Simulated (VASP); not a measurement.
# BN (P1) in VASP: a series of runs

Runs on BN. Level: PBE+D3(BJ). Tasks: single point.

All numbers are computed with VASP 6.6.1; they aren't measurements. Logs are shortened: lines on timing, memory, paths and dates and some standing lists are left out, and cuts for length are marked.

## (1) The cell of the first run

The typed cell holds 16 atoms: a = 4.928 Å, b = 4.928 Å, c = 6.567 Å, α = 90.00°, β = 90.00°, γ = 120.00°.

## (2) Single point, PBE+D3(BJ)

INCAR

```
SYSTEM = BN
  ALGO = Normal
  EDIFF = 1E-6
  ENCUT = 520
  GGA = PE
  GGA_COMPAT = .False.
  ISIF = 2
  ISMEAR = -1
  ISYM = -1
  IVDW = 12
  LASPH = .True.
  LCHARG = .False.
  LREAL = Auto
  LWAVE = .False.
  NBANDS = 46
  NELM = 120
  PREC = Accurate
  SIGMA = 0.02
```

KPOINTS

```
explicit points
4
Reciprocal
  0.25000000   0.25000000   0.25000000 2
  0.25000000   0.25000000   0.75000000 2
  0.25000000   0.75000000   0.25000000 2
  0.25000000   0.75000000   0.75000000 2
```

POSCAR

```
BN
1.0
    2.4637790000     -4.2673900000      0.0000000000
   -4.9275580000      0.0000000000      0.0000000000
    0.0000000000      0.0000000000     -6.5668090000
B N
8 8
Direct
    0.4885412395      0.4619788639      0.5099980828
   -0.0098926979      0.4662056903      0.5118559105
    0.4883905619     -0.0361926922      0.5087151157
   -0.0092173436     -0.0287112800      0.5143240804
    0.1520573465      0.2022120688      0.0096017716
    0.6547083815      0.2154910731      0.0003560329
    0.1623589595      0.7209002096      0.0072886237
    0.6514986912      0.7221607121      0.0019685360
    0.4801717209      0.3804486933      0.0050937982
   -0.0073712503      0.3855834611     -0.0016473755
    0.5000883444     -0.1034404545     -0.0059957584
   -0.0113818985     -0.1229677018      0.0147249600
    0.3230187539      0.1342924472      0.4983724972
    0.8228912755      0.1307581248      0.5117681967
    0.3275065087      0.6302967227      0.5133270969
    0.8268353724      0.6338246302      0.4992170474
```

Potentials or basis: VASP PAW PBE potentials, release 64 (B, N).

Launch:

```
$ cat potpaw_PBE.64/B/POTCAR potpaw_PBE.64/N/POTCAR > POTCAR
$ mpirun -np 1 vasp_std > vasp.out
```

OUTCAR:

```text
SYSTEM = BN
   EDIFF = 1E-6
   ENCUT = 520
   GGA = PE
   ISIF = 2
   ISMEAR = -1
   ISYM = -1
   IVDW = 12
   LASPH = .True.
   LREAL = Auto
   NELM = 120
   PREC = Accurate
 IVDW          = 12

 ion  position               nearest neighbor table
   1  0.489  0.462  0.510-  13 1.40  15 1.41  16 1.45
   2  0.990  0.466  0.512-  16 1.41  14 1.43  15 1.44
   3  0.488  0.964  0.509-  15 1.42  14 1.43  13 1.43
   4  0.991  0.971  0.514-  14 1.40  13 1.42  16 1.44
   5  0.152  0.202  0.010-  12 1.39   9 1.40  10 1.47
   6  0.655  0.215  0.000-  11 1.36  10 1.44   9 1.45
[... 8 lines left out ...]
  15  0.328  0.630  0.513-   1 1.41   3 1.42   2 1.44
  16  0.827  0.634  0.499-   2 1.41   4 1.44   1 1.45

IMPORTANT INFORMATION: All symmetrisations will be switched off!
NOSYMM: (Re-)initialisation of all symmetry stuff for point group C_1.

----------------------------------------------------------------------------------------

                                     Primitive cell

  volume of cell :     138.0856

  direct lattice vectors                    reciprocal lattice vectors
     2.463779000 -4.267390000  0.000000000     0.000000000 -0.234335273  0.000000000
    -4.927558000  0.000000000  0.000000000    -0.202940280 -0.117167636  0.000000000
     0.000000000  0.000000000 -6.566809000     0.000000000  0.000000000 -0.152280963

  length of vectors
     4.927557648  4.927558000  6.566809000     0.234335273  0.234335256  0.152280963

  position of ions in fractional coordinates (direct lattice)
     0.488541240  0.461978864  0.509998083
     0.990107302  0.466205690  0.511855911
     0.488390562  0.963807308  0.508715116
     0.990782656  0.971288720  0.514324080
     0.152057347  0.202212069  0.009601772
     0.654708382  0.215491073  0.000356033
[... 8 lines left out ...]
     0.327506509  0.630296723  0.513327097
     0.826835372  0.633824630  0.499217047

  ion indices of the primitive-cell ions
   primitive index   ion index
                 1           1
                 2           2
                 3           3
                 4           4
                 5           5
                 6           6
[... 8 lines left out ...]
                15          15
                16          16

----------------------------------------------------------------------------------------

 KPOINTS: explicit points

Read explicit list of k-points.

 Found      4 k-points:

 Following reciprocal coordinates:
            Coordinates               Weight
  0.250000  0.250000  0.250000      0.250000
  0.250000  0.250000  0.750000      0.250000
[... 25 lines left out ...]
   NFREE  =      0    steps in history (QN), initial steepest desc. (CG)
   ISIF   =      2    stress and relaxation
   ISYM   =     -1    0-nonsym 1-usesym 2-fastsym
   POTIM  = 0.5000    time-step for ionic-motion
   TEBEG  =    0.0;   TEEND  =   0.0 temperature during run
   PSTRESS=    0.0 pullay stress
   NELECT =      64.0000    total number of electrons
   NUPDOWN=      -1.0000    fix difference up-down
   EMIN   =  10.00;   EMAX   =-10.00  energy-range for DOS
   EFERMI =   0.00;   METHOD = LEGACY
   ISMEAR =    -1;   SIGMA  =   0.02  broadening in eV -4-tet -1-fermi 0-gaus
   EFERMI_NEDOS =   21; number of points for ismear=-14 and -15
   IALGO  =     38    algorithm
   IMIX   =      4    mixing-type and parameters
     AMIX     =   0.40;   BMIX     =  1.00
     AMIX_MAG =   1.60;   BMIX_MAG =  1.00
  volume/ion in A,a.u.               =       8.63        58.24
  Fermi-wavevector in a.u.,A,eV,Ry     =   1.266928  2.394147 21.838807  1.605107
  Thomas-Fermi vector in A             =   2.400103
   LORBIT       =      0    0 simple, 1 ext, 2 COOP (PROOUT), +10 PAW based schemes
   GGA     = PE    functional components
   LHFCALC =     F    Hartree Fock is set to
   AEXX    =    0.0000 exact exchange contribution
   IVDW    =    12    specifies the selected vdW correction
   LEPSILON=     F    determine dielectric tensor
   LRPA    =     F    only Hartree local field effects (RPA)
 non-spin polarized calculation
  energy-cutoff  :      520.00
  volume of cell :      138.09
 maximum number of plane-waves:      3725
 NGX is ok and might be reduce to    36
   NGX = 19   NGY = 19   NGZ = 25

 number of electron      64.0000001 magnetization

 Free energy of the ion-electron system (eV)
  ---------------------------------------------------
  ext. energy  EPLUGINS =         0.00000000
  ---------------------------------------------------
  free energy    TOTEN  =      -139.78816783 eV

  energy without entropy =     -139.78816783  energy(sigma->0) =     -139.78816783

 E-fermi :   3.1418     XC(G=0): -10.2560

 val. band max:        2.6520479897   @ k =   0.2500   0.2500   0.2500
 cond. band min:       7.0310671238   @ k =   0.2500   0.2500   0.7500
 fundamental gap:      4.3790191340
 Fermi energy:         3.1418298120

 k-point     1 :       0.2500    0.2500    0.2500
  band No.  band energies     occupation
      1     -14.6298      2.00000
      2     -14.3743      2.00000
      3     -13.4860      2.00000
      4     -13.4180      2.00000
      5     -13.2951      2.00000
      6     -13.2179      2.00000
[... 177 lines left out ...]
     43      13.3376      0.00000
     44      13.5691      0.00000
 [bands above 44 left out]

------------------------ aborting loop because EDIFF is reached ----------------------------------------

 Edisp (eV)   -2.36527

 E8    (eV) :    -0.6940

  FORCE on cell =-STRESS in cart. coord.  units (eV):
  Direction    XX          YY          ZZ          XY          YZ          ZX
  --------------------------------------------------------------------------------------
  -------------------------------------------------------------------------------------
  Total      18.73019    16.53147     0.02615     1.22346     0.07960     0.26465
  in kB     217.32233   191.81107     0.30340    14.19553     0.92357     3.07071
  external pressure =      136.48 kB  Pullay stress =        0.00 kB

 VOLUME and BASIS-vectors are now :
 -----------------------------------------------------------------------------
  energy-cutoff  :      520.00
  volume of cell :      138.09
      direct lattice vectors                 reciprocal lattice vectors
     2.463779000 -4.267390000  0.000000000     0.000000000 -0.234335273  0.000000000
    -4.927558000  0.000000000  0.000000000    -0.202940280 -0.117167636  0.000000000
     0.000000000  0.000000000 -6.566809000     0.000000000  0.000000000 -0.152280963

 POSITION                                       TOTAL-FORCE (eV/Angst)
 -----------------------------------------------------------------------------------
     -1.07277     -2.08480     -3.34906        -0.303569     -1.418686      0.503471
      0.14215     -4.22517     -3.36126         0.304076     -0.461558      0.319161
     -3.54593     -2.08415     -3.34064         0.019972     -0.199367      0.101533
     -2.34501     -4.22806     -3.37747         1.529184      0.032952      0.945740
     -0.62178     -0.64889     -0.06305        -2.693375      0.045058      0.377471
      0.55121     -2.79390     -0.00234        -2.742086     -1.749072     -0.084185
[... 8 lines left out ...]
     -2.29892     -1.39760     -3.37092        -0.914440      1.061418     -0.059148
     -1.08607     -3.52843     -3.27826        -0.438663      0.538165     -0.831566
 -----------------------------------------------------------------------------------
    total drift:                               -0.002751     -0.000091      0.000758

  FREE ENERGIE OF THE ION-ELECTRON SYSTEM (eV)
  ---------------------------------------------------
  free  energy   TOTEN  =      -142.1534372661 eV

  energy  without entropy=     -142.1534372661  energy(sigma->0) =     -142.15343727
```

OSZICAR:

```text
N       E                     dE             d eps       ncg     rms          rms(c)
DAV:   1     0.286816795603E+03    0.28682E+03   -0.32488E+04   368   0.130E+03
DAV:   2    -0.131886038582E+03   -0.41870E+03   -0.39375E+03   476   0.305E+02
DAV:   3    -0.155050270009E+03   -0.23164E+02   -0.22977E+02   464   0.723E+01
DAV:   4    -0.155384930654E+03   -0.33466E+00   -0.33413E+00   464   0.943E+00
DAV:   5    -0.155391308359E+03   -0.63777E-02   -0.63751E-02   456   0.124E+00    0.234E+01
DAV:   6    -0.141493806831E+03    0.13898E+02   -0.34180E+01   426   0.249E+01    0.106E+01
DAV:   7    -0.140129099866E+03    0.13647E+01   -0.24862E+00   448   0.711E+00    0.651E+00
DAV:   8    -0.139793810669E+03    0.33529E+00   -0.11602E+00   448   0.450E+00    0.777E-01
DAV:   9    -0.139784587469E+03    0.92232E-02   -0.51805E-02   448   0.110E+00    0.393E-01
DAV:  10    -0.139787801724E+03   -0.32143E-02   -0.50439E-03   448   0.334E-01    0.786E-02
DAV:  11    -0.139788061578E+03   -0.25985E-03   -0.36392E-04   456   0.947E-02    0.432E-02
DAV:  12    -0.139788157793E+03   -0.96216E-04   -0.83755E-05   432   0.461E-02    0.149E-02
DAV:  13    -0.139788167390E+03   -0.95970E-05   -0.97369E-06   448   0.153E-02    0.385E-03
DAV:  14    -0.139788167832E+03   -0.44184E-06   -0.75168E-07   320   0.476E-03
   1 F= -.14215344E+03 E0= -.14215344E+03  d E =-.110968E-10
```

stdout:

```text
POSCAR found type information on POSCAR B N
 POSCAR found :  2 types and      16 ions
 scaLAPACK will be used
 LDA part: xc-table for (Slater+PW92), standard interpolation
 POSCAR, INCAR and KPOINTS ok, starting setup
 FFT: planning ... GRIDC
 FFT: planning ... GRID_SOFT
 FFT: planning ... GRID
 WAVECAR not read
 entering main loop
```

It took 53 s on 1 thread of Intel Xeon Platinum 8488C (Sapphire Rapids), shared host; peak memory 0.26 GiB.

What came out:

- Free energy: -142.1534 eV
- Pressure: 13.6 GPa
- Largest force: 3.254 eV/Å
- Band gap on the k mesh: 4.38 eV
- Dispersion energy per atom: -0.148 eV

Forces on the atoms (eV/Å):
```
B   -0.304 -1.419  0.503
B    0.304 -0.462  0.319
B    0.020 -0.199  0.102
B    1.529  0.033  0.946
B   -2.693  0.045  0.377
B   -2.742 -1.749 -0.084
B    1.095  0.275  0.418
B    2.415 -0.618 -0.289
N   -0.132 -1.761  0.077
N    0.541  0.160 -0.446
N    1.477  2.559 -0.329
N   -0.108  1.029  0.210
N    0.992  0.113 -0.695
N   -1.040  0.395 -0.218
N   -0.914  1.061 -0.059
N   -0.439  0.538 -0.832
```

Caveat: the stress differs along the axes, from 0 to 22 GPa; the atoms stand as in a frame of molecular dynamics; a shifted mesh leaves out Γ, where band edges can lie; forces of over 1 eV/Å act on the atoms, so gaps and moduli don't describe the material at rest.

## (3) Single point, PBE+D3(BJ)

INCAR

```
SYSTEM = BN
PREC = Accurate
ENCUT = 520
EDIFF = 1E-6
ISMEAR = -1
SIGMA = 0.02
LREAL = Auto
LASPH = .TRUE.
NELM = 120
ALGO = Normal
ISIF = 2
LWAVE = .FALSE.
LCHARG = .TRUE.
GGA = PE
IVDW = 12
LELF = .TRUE.
LVHAR = .TRUE.
NBANDS = 46
GGA_COMPAT = .FALSE.
ISYM = -1
```

KPOINTS is that of step 2.

POSCAR

```
BN
1.0
    2.4856030000     -4.3051910000      0.0000000000
   -4.9712060000      0.0000000000      0.0000000000
    0.0000000000      0.0000000000     -6.6249780000
B N
8 8
Direct
    0.4466491731      0.4618182237      0.5218527518
   -0.0387550750      0.4702720566      0.5154068436
    0.4681834093     -0.0285952570      0.5165804324
   -0.0365825814     -0.0398681475      0.5126903063
    0.2101207589      0.3112081432     -0.0024350270
    0.6947350303      0.2945205802      0.0079570076
    0.1981754120      0.8014764221      0.0074019868
    0.7076301609      0.8091723921      0.0044702035
    0.5367780431      0.4711643642      0.0011326830
    0.0344154301      0.4664407583      0.0115328685
    0.5329566098     -0.0347129955      0.0003977372
    0.0358606622     -0.0278197344      0.0031361614
    0.2898702984      0.1286356839      0.5246175912
    0.7968900799      0.1351354929      0.5117561145
    0.2891056401      0.6366080678      0.5005018885
    0.7897540434      0.6304955014      0.5207267103
```

Potentials or basis: VASP PAW PBE potentials, release 64 (B, N).

Launch:

```
$ cat potpaw_PBE.64/B/POTCAR potpaw_PBE.64/N/POTCAR > POTCAR
$ mpirun -np 1 vasp_std > vasp.out
```

It took 56 s on 1 thread of Intel Xeon Platinum 8488C (Sapphire Rapids), shared host; peak memory 0.26 GiB.

Results (log left out):

| Quantity | Value |
| --- | --- |
| Free energy | -142.5269 eV |
| Pressure | 6.1 GPa |
| Largest force | 1.749 eV/Å |
| Band gap on the k mesh | 4.38 eV |
| Dispersion energy per atom | -0.144 eV |

Forces in eV/Å, atoms in the order of the input:
```
B    0.109 -1.520  0.647
B    0.412  0.833  0.308
B    0.058  0.893  0.308
B   -1.168  1.233 -0.415
B    0.704  1.321 -0.728
B   -0.654 -1.288  0.305
B    0.480 -0.063  0.206
B    0.904  0.733  0.163
N   -0.091 -0.805 -0.115
N   -0.696  0.590  0.299
N   -0.411  0.444 -0.285
N   -0.246 -0.778 -0.043
N   -0.299 -1.041  0.207
N    0.455 -0.519 -0.160
N    0.472 -1.034 -0.808
N   -0.028  1.002  0.112
```

Stress tensor (GPa, compression positive):
```
 7.72  0.67  0.15
 0.67 10.86 -0.09
 0.15 -0.09 -0.13
```

Levels at points of the mesh, in eV from the valence-band top:
```csv
k point,band 30,band 31,band 32,band 33,band 34,band 35
"(0.25, 0.25, 0.25)",-2.07,-0.53,0.00,4.38,5.17,6.89
```

Caveat: the stress differs along the axes, from -0 to 11 GPa; the atoms stand as in a frame of molecular dynamics; a shifted mesh leaves out Γ, where band edges can lie; forces of over 1 eV/Å act on the atoms, so gaps and moduli don't describe the material at rest.
